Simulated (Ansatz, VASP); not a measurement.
**NaCl: VASP beside Ansatz**

```
Na Cl
1.0
     0.00000    2.58397    2.83175
     3.07953    0.00000    2.83175
     3.07953    2.58397    0.00000
Na Cl
1 1
Direct
  0.00000 0.00000 0.00000
  0.50000 0.50000 0.50000
```

Change from the starting cell: strain +0.0875 x Voigt [1, -1, 0, 0, 0, 0], atoms carried along.

Alike in both runs: task single point; functional PBE; k mesh 8 × 8 × 8; occupations gaussian, width 0.05 eV; no spin polarisation.

|  | VASP | Ansatz |
| --- | --- | --- |
| version | VASP 6.6.1 | Ansatz 0.2.0 |
| potentials or method | VASP PAW PBE potentials, release 64 (Na_pv, Cl), cutoff 520 eV | scalar-relativistic, plane waves, PAW |
| valence electrons in the cell | 14 | 16 |

Ansatz gave:

```
gap on the k mesh at the Fermi level (eV)                     : 5.07
least direct gap on the mesh (eV)                             : 5.07
pressure (GPa)                                                : 2.1
traceless stress, the component that is largest in VASP (GPa) : 4.78
```

What did VASP give for the same quantities?

gap on the k mesh at the Fermi level (eV): 5.07; least direct gap on the mesh (eV): 5.07; pressure (GPa): 2.1; traceless stress, the component that is largest in VASP (GPa): 4.82.

VASP's potentials hold 14 valence electrons a cell and Ansatz's 16, so a difference there can come from the potentials and not from the codes.
